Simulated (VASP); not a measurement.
# NaCl (Fm-3m) in VASP: a series of runs, part 2 of 2

VASP 6.6.1. Earlier steps stand in the parts before.

## (5) Single point, PBE

This run uses another cell than the first one, of 19.24 Å³/atom, 1.088 times its volume.

The input, INCAR:

```
SYSTEM = NaCl
PREC = Accurate ; ENCUT = 520
EDIFF = 1E-7 ; ISMEAR = 0
SIGMA = 0.1 ; LREAL = .FALSE.
LASPH = .TRUE. ; NELM = 60
ALGO = Normal ; ISIF = 2
LWAVE = .FALSE. ; LCHARG = .FALSE.
GGA = PE ; NBANDS = 14
```

The input, KPOINTS:

```
regular mesh
0
G
  6 6 6
  0 0 0
```

The input, POSCAR:

```
NaCl
1.0
    0.0000000000      2.6796849113      2.6796849113
    2.6796849113      0.0000000000      2.6796849113
    2.6796849113      2.6796849113      0.0000000000
Na Cl
1 1
Direct
    0.0000000000      0.0000000000      0.0000000000
    0.5000000000      0.5000000000      0.5000000000
```

Potentials or basis: VASP PAW PBE potentials, release 64 (Na_pv, Cl).

Command:

```bash
$ cat potpaw_PBE.64/Na_pv/POTCAR potpaw_PBE.64/Cl/POTCAR > POTCAR
$ mpirun -np 1 vasp_std > vasp.out
```

OUTCAR:

```text
SYSTEM = NaCl
   PREC = Accurate
   ENCUT = 520
   EDIFF = 1E-7
   ISMEAR = 0
   LREAL = .FALSE.
   LASPH = .TRUE.
   NELM = 60
   ISIF = 2
   GGA = PE

 ion  position               nearest neighbor table
   1  0.000  0.000  0.000-   2 2.68   2 2.68   2 2.68   2 2.68   2 2.68   2 2.68
   2  0.500  0.500  0.500-   1 2.68   1 2.68   1 2.68   1 2.68   1 2.68   1 2.68

  LATTYP: Found a face centered cubic cell.
 ALAT       =     5.3593698226

  Lattice vectors:

 A1 = (   0.0000000000,   2.6796849113,   2.6796849113)
 A2 = (   2.6796849113,   0.0000000000,   2.6796849113)
 A3 = (   2.6796849113,   2.6796849113,   0.0000000000)

Analysis of symmetry for initial positions (statically):
=====================================================================
 Subroutine PRICEL returns:
 Original cell was already a primitive cell.

 Routine SETGRP: Setting up the symmetry group for a
 face centered cubic supercell.

 Subroutine GETGRP returns: Found 48 space group operations
 (whereof 48 operations were pure point group operations)
 out of a pool of 48 trial point group operations.

The static configuration has the point symmetry O_h .

Analysis of symmetry for dynamics (positions and initial velocities):
[... 168 lines left out ...]
     10      11.4927      0.00000
     11      11.4927      0.00000
     12      13.8678      0.00000
     13      13.8678      0.00000
     14      15.7309      0.00000
[... 241 lines left out ...]
      1     -20.3507      2.00000
      2     -20.3390      2.00000
      3     -20.3371      2.00000
      4     -12.1991      2.00000
      5      -1.5710      2.00000
      6      -0.9138      2.00000
      7      -0.6686      2.00000
      8       9.2077      0.00000
      9       9.2385      0.00000
     10      11.4808      0.00000
     11      13.1755      0.00000
     12      16.8095      0.00000
     13      17.5973      0.00000
     14      17.6315      0.00000

------------------------ aborting loop because EDIFF is reached ----------------------------------------

  FORCE on cell =-STRESS in cart. coord.  units (eV):
  Direction    XX          YY          ZZ          XY          YZ          ZX
  --------------------------------------------------------------------------------------
  -------------------------------------------------------------------------------------
  Total        1.5831288      1.5831288      1.5831288      0.0000000      0.0000000     -0.0000000
  in kB       65.9091405     65.9091405     65.9091405      0.0000000      0.0000000     -0.0000000
  external PRESSURE =      65.9091405 kB  Pullay stress =       0.0000000 kB

 VOLUME and BASIS-vectors are now :
 -----------------------------------------------------------------------------
  energy-cutoff  :      520.00
  volume of cell :       38.48
      direct lattice vectors                 reciprocal lattice vectors
     0.000000000  2.679684911  2.679684911    -0.186589102  0.186589102  0.186589102
     2.679684911  0.000000000  2.679684911     0.186589102 -0.186589102  0.186589102
     2.679684911  2.679684911  0.000000000     0.186589102  0.186589102 -0.186589102

 POSITION                                       TOTAL-FORCE (eV/Angst)
 -----------------------------------------------------------------------------------
      0.00000      0.00000      0.00000         0.000000     -0.000000     -0.000000
      2.67968      2.67968      2.67968        -0.000000      0.000000      0.000000
 -----------------------------------------------------------------------------------
    total drift:                                0.000000      0.000000      0.000000

  FREE ENERGIE OF THE ION-ELECTRON SYSTEM (eV)
  ---------------------------------------------------
  free  energy   TOTEN  =        -6.6426382141 eV

  energy  without entropy=       -6.6426382141  energy(sigma->0) =       -6.64263821
```

OSZICAR:

```text
N       E                     dE             d eps       ncg     rms          rms(c)
DAV:   1     0.102911858487E+03    0.10291E+03   -0.70799E+03   448   0.105E+03
DAV:   2     0.918569499979E+00   -0.10199E+03   -0.94123E+02   510   0.277E+02
DAV:   3    -0.670999928937E+01   -0.76286E+01   -0.75902E+01   586   0.709E+01
DAV:   4    -0.682079915273E+01   -0.11080E+00   -0.11077E+00   502   0.916E+00
DAV:   5    -0.682306716565E+01   -0.22680E-02   -0.22679E-02   592   0.133E+00    0.225E+00
DAV:   6    -0.665064645671E+01    0.17242E+00   -0.27150E-01   558   0.336E+00    0.171E+00
DAV:   7    -0.663821347121E+01    0.12433E-01   -0.81494E-02   600   0.179E+00    0.115E+00
DAV:   8    -0.664268646298E+01   -0.44730E-02   -0.84161E-03   496   0.850E-01    0.308E-01
DAV:   9    -0.664257115199E+01    0.11531E-03   -0.20285E-04   562   0.123E-01    0.141E-01
DAV:  10    -0.664263985861E+01   -0.68707E-04   -0.16584E-04   514   0.129E-01    0.323E-02
DAV:  11    -0.664263747358E+01    0.23850E-05   -0.10831E-05   574   0.368E-02    0.467E-03
DAV:  12    -0.664263808248E+01   -0.60890E-06   -0.11066E-06   508   0.119E-02    0.119E-03
DAV:  13    -0.664263835936E+01   -0.27689E-06   -0.13792E-07   550   0.266E-03    0.299E-03
DAV:  14    -0.664263820926E+01    0.15011E-06   -0.35239E-08   302   0.131E-03    0.251E-04
DAV:  15    -0.664263821414E+01   -0.48831E-08   -0.26093E-09   290   0.518E-04
   1 F= -.66426382E+01 E0= -.66426382E+01  d E =-.821150E-16
```

Wall time 8.4 s (1 thread of Intel Xeon Platinum 8559C (Emerald Rapids), shared host); peak memory 0.14 GiB.

What came out:

* Free energy: -6.6426 eV
* Pressure: 6.6 GPa
* Band gap on the k mesh: 5.77 eV, direct

A hybrid or GW would open this gap; PBE tends to underestimate it.

## (6) Single point, PBE

This run uses another cell than the first one, of 17.62 Å³/atom, 0.997 times its volume.

The input, INCAR:

```
PREC = Accurate ; ENCUT = 520
EDIFF = 1E-6 ; ISMEAR = 0
SIGMA = 0.01 ; LREAL = F
LASPH = T ; NELM = 100
ALGO = Normal ; ISIF = 2
LWAVE = F ; LCHARG = F
GGA = PE ; NBANDS = 14
```

The input, KPOINTS:

```
Automatic mesh
0
Gamma
  8 8 8
```

The input, POSCAR:

```
NaCl
1.0
    0.0000000000      2.6020722712      2.6020722712
    2.6020722712      0.0000000000      2.6020722712
    2.6020722712      2.6020722712      0.0000000000
Na Cl
1 1
Direct
    0.0000000000      0.0000000000      0.0000000000
    0.5000000000      0.5000000000      0.5000000000
```

Potentials or basis: VASP PAW PBE potentials, release 64 (Na_pv, Cl).

Command:

```bash
$ cat potpaw_PBE.64/Na_pv/POTCAR potpaw_PBE.64/Cl/POTCAR > POTCAR
$ mpirun -np 1 vasp_std > vasp.out
```

Wall time 9.6 s (1 thread of Intel Xeon Platinum 8559C (Emerald Rapids), shared host); peak memory 0.15 GiB.

It converged, with:

```
Free energy            : -6.4568 eV
Pressure               : 12.0 GPa
Band gap on the k mesh : 6.22 eV, direct
```

Levels at points of the mesh, in eV from the valence-band top:
```tsv
k point	band 5	band 6	band 7	band 8	band 9	band 10
(0.00, 0.00, 0.00)	0.00	0.00	0.00	6.22	11.26	11.26
(0.50, 0.00, 0.00)	-2.78	-0.44	-0.44	7.65	11.50	11.50
(0.50, 0.50, 0.00)	-2.40	-0.87	-0.87	7.73	8.22	13.20
```

## (7) Summary

```tsv
cell	k mesh	smearing	gap on the mesh (eV)	pressure (GPa)
a = 3.684 Å, angles 60.0°, 2 atoms	6 × 6 × 6	gaussian 0.1 eV	6.20	11.8
a = 3.790 Å, angles 60.0°, 2 atoms	6 × 6 × 6	gaussian 0.1 eV	5.77	6.6
a = 3.680 Å, angles 60.0°, 2 atoms	8 × 8 × 8	gaussian 0.01 eV	6.22	12.0
```

Alike in all rows: task single point; level PBE; potentials or basis VASP PAW PBE potentials, release 64 (Na_pv, Cl); no spin polarisation; cutoff (eV) 520.

Total energies depend on the potentials used, so only differences within one code and one set of settings carry meaning.
